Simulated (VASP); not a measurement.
Crystal: Si13Ge3.

```
Si Ge
1.0
    10.95784    0.00000    0.00000
     0.00000   10.95784    0.00000
     0.00000    0.00000   10.95784
Si Ge
52 12
Cartesian
  0.0234 0.0268 0.0169
  10.9528 10.9352 5.4668
  10.9226 5.4632 0.0106
  10.9354 5.4579 5.4570
  5.4698 0.0189 0.0082
  5.4635 10.9337 5.5006
  5.4785 5.4970 10.9515
  5.4812 5.4882 5.4781
  1.3538 1.3534 1.3716
  1.3811 1.3717 6.8402
  1.3580 6.8406 1.3794
  1.3728 6.8713 6.8796
  6.8564 1.4088 1.3709
  6.8394 1.3701 6.8540
  6.8479 6.8418 1.3645
  6.8387 6.8399 6.8184
  2.7895 2.7334 5.5003
  2.7481 8.2087 0.0063
  2.7227 8.1943 5.4956
  8.2138 2.7314 5.4574
  8.2580 8.2046 5.4891
  4.0889 4.1075 1.3555
  4.0807 4.1455 6.8538
  4.1150 9.6081 1.3746
  9.5994 4.1166 1.3761
  9.5397 4.0987 6.8453
  9.5864 9.6061 1.3548
  9.5762 9.6056 6.8605
  2.7395 0.0029 8.1866
  2.7250 5.4524 2.7207
  8.1656 10.9509 2.7385
  8.2254 0.0063 8.2418
  8.1870 5.4773 2.7679
  8.2055 5.4603 8.2229
  4.0979 1.3575 4.0656
  4.1397 1.3746 9.5888
  4.1243 6.8218 4.0872
  4.1048 6.8988 9.5876
  9.5597 1.3719 4.0862
  9.5682 1.3393 9.5774
  9.5873 6.8389 4.1603
  0.0216 2.7046 2.7323
  5.4765 2.7299 2.7204
  5.4798 2.7300 8.2054
  5.4597 8.2231 2.7291
  5.4389 8.2365 8.2235
  1.3850 4.1210 4.1035
  1.3937 4.0822 9.5988
  1.3667 9.5653 4.1108
  6.8609 4.0896 4.0993
  6.8307 4.0817 9.6043
  6.8653 9.5998 4.0825
  2.7534 2.7659 0.0216
  8.2245 2.7408 10.9369
  8.2233 8.2253 0.0480
  4.1160 9.5721 6.8528
  2.7337 10.9431 2.7270
  2.7382 5.4740 8.2099
  9.5760 6.8368 9.5964
  0.0044 2.7796 8.2005
  0.0184 8.2349 2.6945
  0.0145 8.2347 8.2389
  1.3802 9.6236 9.5831
  6.8403 9.5944 9.5892
```

- Program: VASP 6.6.1
- Task: relaxation of volume and atoms at fixed shape
- Functional: PBEsol
- Potentials or basis: VASP PAW PBE potentials, release 64 (Si, Ge_d)
- Cutoff: 500 eV
- k mesh: 1 × 1 × 1, shifted
- Occupations: fermi-dirac, width 0.05 eV
- Spin: no spin polarisation

At the start: pressure -0.2 GPa; volume 20.56 Å³/atom.

Question: How do energy, volume and symmetry change on relaxing?

Answer: Over 10 steps the energy falls by 11.0 meV/atom and the volume is 20.50 Å³/atom (-0.3 %); space group P1 (No. 1, to 0.1 Å) before and after.

Step by step:
```tsv
step	energy change (eV)	largest force (eV/Å)	pressure (GPa)	volume (Å³)
1	0.0000	1.0572	-0.17	1315.76
2	-0.6045	0.2990	-0.01	1311.71
3	-0.6087	0.3073	0.02	1311.34
4	-0.6651	0.1526	0.00	1311.52
5	-0.6769	0.1751	0.00	1311.65
6	-0.6917	0.0740	0.00	1311.67
7	-0.6947	0.0895	0.00	1311.69
8	-0.6999	0.0485	0.00	1311.68
9	-0.7003	0.0399	0.00	1311.67
10	-0.7019	0.0268	0.00	1311.70
```

Final structure:
```
CELL_PARAMETERS angstrom
10.94658 0.00000 0.00000
0.00000 10.94658 0.00000
0.00000 0.00000 10.94658
ATOMIC_POSITIONS crystal
Si 0.99786 0.00266 0.00193
Si 0.99965 0.00040 0.49921
Si 0.00168 0.49756 0.00292
Si 0.99875 0.49845 0.49885
Si 0.49761 0.00194 0.00102
Si 0.50246 0.00106 0.49793
Si 0.50013 0.50039 0.00065
Si 0.49995 0.49974 0.49865
Si 0.12173 0.12595 0.12643
Si 0.12657 0.12469 0.62179
Si 0.12725 0.62317 0.12422
Si 0.12420 0.62356 0.62067
Si 0.62259 0.12457 0.12685
Si 0.62540 0.12586 0.62378
Si 0.62306 0.62244 0.12887
Si 0.62398 0.62478 0.62355
Si 0.25145 0.25020 0.49900
Si 0.25296 0.74851 0.00214
Si 0.24866 0.74699 0.49768
Si 0.74940 0.24933 0.49870
Si 0.74922 0.75003 0.49994
Si 0.37662 0.37677 0.12663
Si 0.37665 0.37391 0.62316
Si 0.37699 0.87349 0.12492
Si 0.87612 0.37626 0.12867
Si 0.87187 0.37547 0.62199
Si 0.87457 0.87914 0.12671
Si 0.87259 0.87771 0.62208
Si 0.25103 0.00362 0.74858
Si 0.24994 0.49918 0.25038
Si 0.74856 0.00082 0.25099
Si 0.75036 0.00209 0.74736
Si 0.74911 0.49910 0.25215
Si 0.74631 0.49767 0.74681
Si 0.37741 0.12683 0.37556
Si 0.37666 0.12529 0.87276
Si 0.37447 0.62399 0.37410
Si 0.37698 0.62607 0.87677
Si 0.87443 0.12494 0.37497
Si 0.87455 0.12302 0.87386
Si 0.87273 0.62327 0.37673
Si 0.99938 0.25021 0.25204
Si 0.50015 0.25130 0.25034
Si 0.50044 0.24996 0.74835
Si 0.49972 0.74927 0.25117
Si 0.49972 0.74723 0.74918
Si 0.12531 0.37437 0.37528
Si 0.12358 0.37561 0.87647
Si 0.12437 0.87377 0.37827
Si 0.62488 0.37415 0.37533
Si 0.62213 0.37607 0.87332
Si 0.62536 0.87412 0.37454
Ge 0.25054 0.25002 0.00062
Ge 0.74956 0.25069 0.00026
Ge 0.74898 0.74997 0.00467
Ge 0.37471 0.87427 0.62318
Ge 0.24975 0.99942 0.25116
Ge 0.25030 0.50028 0.74999
Ge 0.87414 0.62016 0.87504
Ge 0.99945 0.25038 0.74809
Ge 0.99942 0.74927 0.25031
Ge 0.99968 0.75093 0.74631
Ge 0.12754 0.87781 0.87757
Ge 0.62309 0.87704 0.87327
```

Caveat: the PAW data sets were made with another functional, which shifts forces and pressure a little.
